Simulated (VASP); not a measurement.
# Al16N16F (a cell with a defect) in VASP: further runs

Runs on Al16N16F (a cell with a defect). Level: PBE. Tasks: single point.

Program: VASP 6.6.1. These are calculated values, not measurements. Logs are shortened: lines on timing, memory, paths and dates and some standing lists are left out, and cuts for length are marked.

**1. The cell of the first run**

The cell holds a defect, 33 atoms: a = 6.260 Å, b = 6.260 Å, c = 10.035 Å, α = 90.00°, β = 90.00°, γ = 120.00°.

**2. Single point, PBE**

Input file INCAR:

```
SYSTEM = Al16N16F
ALGO = Normal
EDIFF = 1E-6
ENCUT = 520
GGA = PE
ISIF = 2
ISMEAR = -1
LASPH = .TRUE.
LCHARG = .FALSE.
LREAL = Auto
LWAVE = .FALSE.
NBANDS = 90
NELECT = 134.0
NELM = 60
PREC = Accurate
SIGMA = 0.01
```

Input file KPOINTS:

```
Automatic mesh
0
Gamma
  1 1 1
  0.25 0.25 0.25
```

Input file POSCAR:

```
Al16N16F
1.0
    6.2595139128      0.0000000578      0.0000000000
   -3.1297570064      5.4208980350      0.0000000000
    0.0000000000      0.0000000000     10.0348065929
Al N F
16 16 1
Direct
    0.3352642781      0.1696197999      0.2513220581
    0.1684961780      0.3319997936      0.5047629856
    0.3327968873      0.1631671925      0.7515111178
    0.1662291127      0.3358341487      0.9968657400
    0.3324086019      0.6652493749      0.2547729182
    0.1672788006      0.8323138380      0.5050509207
    0.3296986983      0.6620052301      0.7491408839
    0.1656343099      0.8352889045      0.9964912293
    0.8355599253      0.1637719645      0.2490312171
    0.6681742782      0.3321780165      0.5064767611
    0.8338228898      0.1625648035      0.7526619062
    0.6669387364      0.3355088391      1.0021393116
    0.8315052980      0.6687324334      0.2519048677
    0.6647830869      0.8299928811      0.5041879112
    0.8334718548      0.6642174605      0.7522731919
    0.6609984628      0.8325107071      0.9977608125
    0.3431371853      0.1714815939      0.4503587397
    0.1826445428      0.3508908648      0.1838559742
    0.3340548638      0.1705273366      0.9409593829
    0.1674724630      0.3276760354      0.6935763232
    0.3314684022      0.6656320517      0.4441901368
    0.1835007469      0.8325679184      0.1849643630
    0.3285966142      0.6679328063      0.9371409788
    0.1668724020      0.8293545135      0.6938032609
    0.8311152908      0.1684600387      0.4490482214
    0.6732697261      0.3351644453      0.1933780555
    0.8307547838      0.1684286332      0.9418191698
    0.6692212963      0.3277936312      0.6963693825
    0.8286023836      0.6579840206      0.4500888791
    0.6498993146      0.8254449276      0.1842602822
    0.8303723406      0.6689837735      0.9417337423
    0.6663896127      0.8277411698      0.6942947252
    0.0010313982     -0.0019157818      0.3096189142
```

Potentials or basis: VASP PAW PBE potentials, release 64 (Al, N, F).

Run with:

```
$ cat potpaw_PBE.64/Al/POTCAR potpaw_PBE.64/N/POTCAR potpaw_PBE.64/F/POTCAR > POTCAR
$ mpirun -np 1 vasp_std > vasp.out
```

OUTCAR:

```text
SYSTEM = Al16N16F
   EDIFF = 1E-6
   ENCUT = 520
   GGA = PE
   ISIF = 2
   ISMEAR = -1
   LASPH = .TRUE.
   LREAL = Auto
   NELECT = 134.0
   NELM = 60
   PREC = Accurate

 ion  position               nearest neighbor table
   1  0.335  0.170  0.251-  33 1.90  26 1.92  18 1.93  22 1.95  17 2.00  12 3.08   2 3.11   9 3.11
                             5 3.11  13 3.12  10 3.13   4 3.13   8 3.13   6 3.13  13 3.14   5 3.15
   2  0.168  0.332  0.505-  20 1.89  17 1.90  21 1.91  25 1.91   7 3.04   3 3.06  11 3.08   5 3.09
                             1 3.11  14 3.11   6 3.12  10 3.13  10 3.13   6 3.14   9 3.14  14 3.15
   3  0.333  0.163  0.752-  20 1.88  24 1.90  19 1.90  28 1.91   8 3.03   6 3.06  10 3.06   2 3.06
                             4 3.07  12 3.10  11 3.12  15 3.12   7 3.13   7 3.13  15 3.14  11 3.14
   4  0.166  0.336  0.997-  18 1.88  19 1.89  23 1.90  27 1.90  11 3.04   7 3.05   3 3.07   9 3.10
                            16 3.10  12 3.12   8 3.13   8 3.13   1 3.13  12 3.14   5 3.14  16 3.16
   5  0.332  0.665  0.255-  18 1.85  22 1.85  30 1.86  21 1.90  14 3.08   6 3.09   2 3.09   1 3.11
                            13 3.11   9 3.13  16 3.13   9 3.14   4 3.14  13 3.15   1 3.15   8 3.17
   6  0.167  0.832  0.505-  24 1.89  21 1.89  29 1.92  17 1.92   7 3.04   3 3.06  15 3.07   5 3.09
                            14 3.12   2 3.12  13 3.13  10 3.13  10 3.13   1 3.13   2 3.14  14 3.14
   7  0.330  0.662  0.749-  24 1.87  23 1.89  20 1.90  32 1.91   2 3.04   6 3.04   4 3.05  14 3.06
                            16 3.07   8 3.08  15 3.11  11 3.12   3 3.13   3 3.13  11 3.14  15 3.15
   8  0.166  0.835  0.996-  23 1.89  22 1.90  31 1.90  19 1.90   3 3.03  15 3.04   7 3.08  16 3.11
                            12 3.13   4 3.13   4 3.13   1 3.13  12 3.14  13 3.14  16 3.15   5 3.17
   9  0.836  0.164  0.249-  26 1.89  33 1.90  30 1.95  18 1.99  25 2.01  13 3.09  12 3.09  16 3.10
[... 16 lines left out ...]
  18  0.183  0.351  0.184-   5 1.85   4 1.88   1 1.93   9 1.99
  19  0.334  0.171  0.941-   4 1.89   8 1.90   3 1.90  12 1.91
  20  0.167  0.328  0.694-   3 1.88   2 1.89   7 1.90  11 1.90
  21  0.331  0.666  0.444-   6 1.89   5 1.90  14 1.90   2 1.91
  22  0.184  0.833  0.185-   5 1.85   8 1.90   1 1.95  13 2.02
[... 8 lines left out ...]
  31  0.830  0.669  0.942-  16 1.89   8 1.90  15 1.90  12 1.91
  32  0.666  0.828  0.694-  15 1.88   7 1.91  11 1.91  14 1.91
  33  0.001  0.998  0.310-  13 1.88   9 1.90   1 1.90

  LATTYP: Found a hexagonal cell.
 ALAT       =     6.2595139128
 C/A-ratio  =     1.6031287306

  Lattice vectors:

 A1 = (   6.2595139128,   0.0000000578,   0.0000000000)
 A2 = (  -3.1297570064,   5.4208980350,   0.0000000000)
 A3 = (   0.0000000000,   0.0000000000,  10.0348065929)

Analysis of symmetry for initial positions (statically):
=====================================================================
 Subroutine PRICEL returns:
 Original cell was already a primitive cell.

 Routine SETGRP: Setting up the symmetry group for a
 hexagonal supercell.

 Subroutine GETGRP returns: Found  1 space group operations
 (whereof  1 operations were pure point group operations)
 out of a pool of 24 trial point group operations.

The static configuration has the point symmetry C_1 .

Analysis of symmetry for dynamics (positions and initial velocities):
=====================================================================
 Subroutine PRICEL returns:
 Original cell was already a primitive cell.

 Routine SETGRP: Setting up the symmetry group for a
 hexagonal supercell.

 Subroutine GETGRP returns: Found  1 space group operations
 (whereof  1 operations were pure point group operations)
 out of a pool of 24 trial point group operations.

The dynamic configuration has the point symmetry C_1 .

 Subroutine INISYM returns: Found  1 space group operations
 (whereof  1 operations are pure point group operations),
 and found     1 'primitive' translations

----------------------------------------------------------------------------------------

[... 42 lines left out ...]
   TEBEG  =    0.0;   TEEND  =   0.0 temperature during run
   PSTRESS=    0.0 pullay stress
   NELECT =     134.0000    total number of electrons
   NUPDOWN=      -1.0000    fix difference up-down
   EMIN   =  10.00;   EMAX   =-10.00  energy-range for DOS
   EFERMI =   0.00;   METHOD = LEGACY
   ISMEAR =    -1;   SIGMA  =   0.01  broadening in eV -4-tet -1-fermi 0-gaus
   EFERMI_NEDOS =   21; number of points for ismear=-14 and -15
   IALGO  =     38    algorithm
   IMIX   =      4    mixing-type and parameters
     AMIX     =   0.40;   BMIX     =  1.00
     AMIX_MAG =   1.60;   BMIX_MAG =  1.00
  volume/ion in A,a.u.               =      10.32        69.63
  Fermi-wavevector in a.u.,A,eV,Ry     =   1.199691  2.267088 19.582308  1.439259
  Thomas-Fermi vector in A             =   2.335547
   LORBIT       =      0    0 simple, 1 ext, 2 COOP (PROOUT), +10 PAW based schemes
   GGA     = PE    functional components
   LHFCALC =     F    Hartree Fock is set to
   AEXX    =    0.0000 exact exchange contribution
   IVDW    =     0    specifies the selected vdW correction
   LEPSILON=     F    determine dielectric tensor
   LRPA    =     F    only Hartree local field effects (RPA)
 non-spin polarized calculation
  energy-cutoff  :      520.00
  volume of cell :      340.50
 maximum number of plane-waves:      9148
 NGX is ok and might be reduce to    48
   NGX = 23   NGY = 23   NGZ = 37

 number of electron     133.9999998 magnetization

 Free energy of the ion-electron system (eV)
  ---------------------------------------------------
  ext. energy  EPLUGINS =         0.00000000
  ---------------------------------------------------
  free energy    TOTEN  =      -247.08981686 eV

  energy without entropy =     -247.08957679  energy(sigma->0) =     -247.08969683

 E-fermi :   5.7364     XC(G=0): -10.9267

 val. band max:        5.6767319756   @ k =   0.2500   0.5000   0.2500
 cond. band min:       5.7975587398   @ k =   0.5000   0.2500   0.2500
 fundamental gap:      0.1208267642
 Fermi energy:         5.7363707161

 k-point     1 :       0.2500    0.2500    0.2500
  band No.  band energies     occupation
      1     -18.4957      2.00000
      2      -8.4339      2.00000
      3      -8.0508      2.00000
      4      -7.8655      2.00000
      5      -7.7508      2.00000
      6      -7.5317      2.00000
[... 481 lines left out ...]
     78      12.9997      0.00000
     79      13.2369      0.00000
 [bands above 79 left out]

------------------------ aborting loop because EDIFF is reached ----------------------------------------

  FORCE on cell =-STRESS in cart. coord.  units (eV):
  Direction    XX          YY          ZZ          XY          YZ          ZX
  --------------------------------------------------------------------------------------
  -------------------------------------------------------------------------------------
  Total       -2.1924705     -2.7589164      4.4114077     -1.6690676     -0.0555147      0.8559434
  in kB      -10.3162889    -12.9816013     20.7571117     -7.8535074     -0.2612150      4.0274928
  external PRESSURE =      -0.8469261 kB  Pullay stress =       0.0000000 kB

 VOLUME and BASIS-vectors are now :
 -----------------------------------------------------------------------------
  energy-cutoff  :      520.00
  volume of cell :      340.50
      direct lattice vectors                 reciprocal lattice vectors
     6.259513913  0.000000058  0.000000000     0.159756813  0.092235641  0.000000000
    -3.129757006  5.420898035  0.000000000    -0.000000002  0.184471279  0.000000000
     0.000000000  0.000000000 10.034806593     0.000000000  0.000000000  0.099653141

 POSITION                                       TOTAL-FORCE (eV/Angst)
 -----------------------------------------------------------------------------------
      1.56772      0.91949      2.52197         0.219129     -0.047678      0.027157
      0.01563      1.79974      5.06520        -0.149042      0.079468     -0.026664
      1.57247      0.88451      7.54127         0.180587     -0.022020      0.071460
     -0.01057      1.82052     10.00335        -0.002469      0.028308     -0.000482
     -0.00135      3.60625      2.55660         0.037154      0.102617      0.061108
     -1.55786      4.51189      5.06809        -0.065440      0.027431     -0.071524
[... 25 lines left out ...]
      1.58065      4.48710      6.96711        -0.209300      0.150494     -0.071302
     -3.11731      5.41051      3.10697         0.015081      0.070877      0.032710
 -----------------------------------------------------------------------------------
    total drift:                               -0.000931     -0.000239      0.004313

  FREE ENERGIE OF THE ION-ELECTRON SYSTEM (eV)
  ---------------------------------------------------
  free  energy   TOTEN  =      -247.0898168608 eV

  energy  without entropy=     -247.0895767922  energy(sigma->0) =     -247.08969683
```

Wall time 11 min (1 thread of Intel Xeon Platinum 8375C at 2.90GHz (Ice Lake), shared host); peak memory 0.47 GiB.

Results:

| Property | Result |
| --- | --- |
| Free energy | -247.0898 eV |
| Largest force | 0.386 eV/Å |

Forces in eV/Å, atoms in the order of the input:
```
Al   0.219 -0.048  0.027
Al  -0.149  0.079 -0.027
Al   0.181 -0.022  0.071
Al  -0.002  0.028  0.000
Al   0.037  0.103  0.061
Al  -0.065  0.027 -0.072
Al   0.322  0.025 -0.006
Al  -0.064  0.090  0.111
Al   0.183  0.151  0.139
Al   0.108 -0.030  0.014
Al   0.176 -0.193 -0.034
Al  -0.088  0.034 -0.013
Al   0.340  0.009 -0.055
Al  -0.090  0.098  0.175
Al   0.023 -0.047  0.001
Al  -0.051  0.063 -0.164
N    0.018 -0.164 -0.093
N   -0.368 -0.060  0.028
N    0.099 -0.132 -0.010
N   -0.250  0.131  0.044
N    0.160 -0.078 -0.032
N   -0.242 -0.234 -0.153
N    0.199 -0.079  0.010
N   -0.231  0.127 -0.015
N   -0.035 -0.001  0.049
N   -0.300  0.051 -0.013
N    0.147 -0.100  0.030
N   -0.327  0.206 -0.021
N    0.137 -0.058 -0.074
N   -0.080 -0.041  0.063
N    0.189 -0.156 -0.003
N   -0.209  0.150 -0.071
F    0.015  0.071  0.033
```

Levels at points of the mesh, in eV from the Fermi level:
| k point | band 64 | band 65 | band 66 | band 67 | band 68 | band 69 | band 70 | band 71 |
| --- | --- | --- | --- | --- | --- | --- | --- | --- |
| (0.25, 0.25, 0.25) | -0.40 | -0.26 | -0.15 | -0.13 | 0.12 | 5.94 | 6.29 | 6.57 |

Caveat: the k points lie up to 0.58 Å⁻¹ apart; the cell carries a net charge on a neutralising background, which shifts energy and pressure; the cell is charged against a uniform background, so pressure and absolute levels hang on convention.

**3. Single point, PBE, collinear spin**

Input file INCAR:

```
SYSTEM = Al16N16F
ALGO = Normal
EDIFF = 1E-7
ENCUT = 520
GGA = PE
ISIF = 2
ISMEAR = 0
ISPIN = 2
LASPH = .TRUE.
LCHARG = .FALSE.
LORBIT = 11
LREAL = Auto
LWAVE = .FALSE.
MAGMOM = 0 0 0 0 0 0 0 0 0 0 0 0 0 0 0 0 0.02 0.04 0.02 0.01 0 0.28 0.05 0 0.08 0.02 0.01 0.04 0.04 0.1 0.01 0.02 0.12
NBANDS = 94
NELM = 150
NUPDOWN = 1.0
PREC = Accurate
SIGMA = 0.01
```

KPOINTS is that of step 2.

Input file POSCAR:

```
Al16N16F
1.0
    6.2595139092      0.0000000618      0.0000000000
   -3.1297570081      5.4208980298      0.0000000000
    0.0000000000      0.0000000000     10.0348065900
Al N F
16 16 1
Direct
    0.3328895561      0.1713403032      0.2519740538
    0.1679476025      0.3314318618      0.5026785381
    0.3328129796      0.1666517929      0.7506245745
    0.1661863127      0.3396930416      0.9974750140
    0.3313358835      0.6636097869      0.2522499341
    0.1655554048      0.8330230552      0.5028177493
    0.3308544143      0.6660147625      0.7478456130
    0.1643111874      0.8368622886      0.9940237980
    0.8363490143      0.1630333003      0.2492918277
    0.6672933628      0.3294559764      0.5072491155
    0.8332452367      0.1653933781      0.7518656011
    0.6653304398      0.3354247225      1.0012844974
    0.8266283704      0.6653073609      0.2523940877
    0.6659187883      0.8300070278      0.5024841313
    0.8319947857      0.6656690269      0.7507625973
    0.6600920816      0.8342432388      0.9967857785
    0.3445266920      0.1728225626      0.4480985637
    0.1753152255      0.3492228214      0.1826132760
    0.3316527150      0.1721388188      0.9395521933
    0.1667480005      0.3309288575      0.6915167712
    0.3309716819      0.6662263937      0.4420700358
    0.1795070654      0.8303342832      0.1820381003
    0.3286560878      0.6707482488      0.9348319246
    0.1661938604      0.8322318827      0.6918281326
    0.8301494140      0.1678104823      0.4457761881
    0.6690231584      0.3330713040      0.1911005847
    0.8303566808      0.1698780102      0.9401406134
    0.6680925402      0.3302905269      0.6957364874
    0.8249388391      0.6527181455      0.4486557274
    0.6476516385      0.8259754549      0.1821743012
    0.8288127500      0.6697523838      0.9398703103
    0.6665296872      0.8310003229      0.6918315603
    0.0015017294     -0.0091936965      0.3081188662
```

Potentials or basis: VASP PAW PBE potentials, release 64 (Al, N, F).

Run with:

```
$ cat potpaw_PBE.64/Al/POTCAR potpaw_PBE.64/N/POTCAR potpaw_PBE.64/F/POTCAR > POTCAR
$ mpirun -np 1 vasp_std > vasp.out
```

Wall time 25 min (1 thread of Intel Xeon Platinum 8375C at 2.90GHz (Ice Lake), shared host); peak memory 0.71 GiB.

It converged, with:

| Property | Result |
| --- | --- |
| Free energy | -241.3052 eV |
| Pressure | 4.6 GPa |
| Largest force | 0.258 eV/Å |
| Net moment | 1.00 μB per cell |
| Site moments | Al +0.00, -0.00, +0.01 (each value once); N +0.04, +0.01, +0.00, +0.23, +0.06, +0.03, +0.09 (each value once); F +0.12 μB |
| Valence electrons inside the program's atomic spheres | Al 0.76, 0.81, 0.84, 0.80, 0.82, 0.86, 0.75 (each value once); N 3.84, 3.86, 3.85, 3.83, 3.79 (each value once); F 6.23 |

Forces in eV/Å, atoms in the order of the input:
```
Al   0.161 -0.062 -0.083
Al  -0.192  0.089  0.019
Al   0.124 -0.036  0.076
Al  -0.057  0.041 -0.057
Al   0.029  0.065 -0.012
Al  -0.088  0.003 -0.015
Al   0.190 -0.064  0.026
Al  -0.108  0.074  0.082
Al   0.051  0.024  0.027
Al   0.064  0.004  0.045
Al   0.131 -0.113 -0.015
Al  -0.126  0.073 -0.014
Al   0.160 -0.071 -0.080
Al  -0.134  0.091  0.080
Al   0.066 -0.064  0.036
Al  -0.085  0.034 -0.062
N    0.014 -0.189 -0.099
N   -0.170 -0.002  0.130
N    0.133 -0.107 -0.039
N   -0.184  0.122 -0.009
N    0.154 -0.076 -0.014
N   -0.064 -0.078 -0.047
N    0.176 -0.126 -0.025
N   -0.199  0.117 -0.060
N    0.052 -0.023  0.091
N   -0.187  0.077  0.040
N    0.188 -0.093  0.031
N   -0.215  0.119 -0.081
N    0.162  0.035 -0.113
N   -0.050  0.055  0.146
N    0.177 -0.119 -0.030
N   -0.182  0.118 -0.038
F    0.009  0.080  0.063
```

Stress tensor (GPa, compression positive):
```
 2.57 -0.16  0.64
-0.16  3.04 -0.43
 0.64 -0.43  8.12
```

Caveat: the k points lie up to 0.58 Å⁻¹ apart; the total moment is fixed, so each spin has its own Fermi level and the state may be an excited one.

**4. Single point, PBE, collinear spin**

Input file INCAR:

```
  PREC = Accurate
  ENCUT = 520
  EDIFF = 1E-6
  ISMEAR = -1
  SIGMA = 0.01
  LREAL = Auto
  LASPH = True
  NELM = 150
  ALGO = Normal
  ISIF = 2
  LWAVE = False
  LCHARG = False
  ISPIN = 2
  MAGMOM = 0 0 0 0 0 0 0 0 0 0 0 0 0 0 0 0 0.02 0.04 0.02 0.01 0 0.28 0.05 0 0.08 0.02 0.01 0.04 0.04 0.1 0.01 0.02 0.12
  LORBIT = 11
  NUPDOWN = 1.0
  GGA = PE
  NBANDS = 94
```

KPOINTS is that of step 3.

Changes to POSCAR since step 3:

```diff
@@ -2,5 +2,5 @@
 1.0
-    6.2595139092      0.0000000618      0.0000000000
-   -3.1297570081      5.4208980298      0.0000000000
-    0.0000000000      0.0000000000     10.0348065900
+    6.2595139128      0.0000000578      0.0000000000
+   -3.1297570064      5.4208980350      0.0000000000
+    0.0000000000      0.0000000000     10.0348065929
 Al N F
```

Run with:

```
$ cat potpaw_PBE.64/Al/POTCAR potpaw_PBE.64/N/POTCAR potpaw_PBE.64/F/POTCAR > POTCAR
$ mpirun -np 1 vasp_std > vasp.out
```

Run time: 23 min. Hardware: 1 thread of Intel Xeon Platinum 8375C at 2.90GHz (Ice Lake), shared host; peak memory 0.71 GiB.

It converged, with:

```yaml
Free_energy: -241.3052 eV
Pressure: 4.6 GPa
Largest_force: 0.258 eV/Å
Net_moment: 1.00 μB per cell
Site_moments: Al +0.00, -0.00, +0.01 (each value once); N +0.04, +0.01, +0.00, +0.23, +0.06, +0.03, +0.09 (each value once); F +0.12 μB
Valence_electrons_inside_the_program's_atomic_spheres: Al 0.76, 0.81, 0.84, 0.80, 0.82, 0.86, 0.75 (each value once); N 3.84, 3.86, 3.85, 3.83, 3.79 (each value once); F 6.23
```

Forces on the atoms (eV/Å):
```
Al   0.162 -0.062 -0.083
Al  -0.192  0.089  0.019
Al   0.124 -0.036  0.076
Al  -0.057  0.041 -0.058
Al   0.029  0.066 -0.012
Al  -0.088  0.003 -0.015
Al   0.190 -0.064  0.026
Al  -0.108  0.074  0.082
Al   0.051  0.024  0.027
Al   0.064  0.004  0.045
Al   0.131 -0.113 -0.015
Al  -0.126  0.073 -0.014
Al   0.160 -0.071 -0.080
Al  -0.134  0.091  0.080
Al   0.066 -0.064  0.036
Al  -0.085  0.034 -0.062
N    0.014 -0.189 -0.099
N   -0.170 -0.001  0.130
N    0.133 -0.107 -0.039
N   -0.184  0.122 -0.008
N    0.154 -0.075 -0.014
N   -0.064 -0.078 -0.047
N    0.176 -0.126 -0.025
N   -0.199  0.117 -0.060
N    0.052 -0.023  0.091
N   -0.187  0.077  0.040
N    0.188 -0.093  0.031
N   -0.215  0.119 -0.081
N    0.162  0.035 -0.113
N   -0.050  0.055  0.146
N    0.177 -0.119 -0.030
N   -0.182  0.118 -0.038
F    0.009  0.080  0.063
```

Stress tensor (GPa, compression positive):
```
 2.57 -0.16  0.64
-0.16  3.04 -0.43
 0.64 -0.43  8.13
```

Caveat: the k points lie up to 0.58 Å⁻¹ apart; the total moment is fixed, so each spin has its own Fermi level and the state may be an excited one.
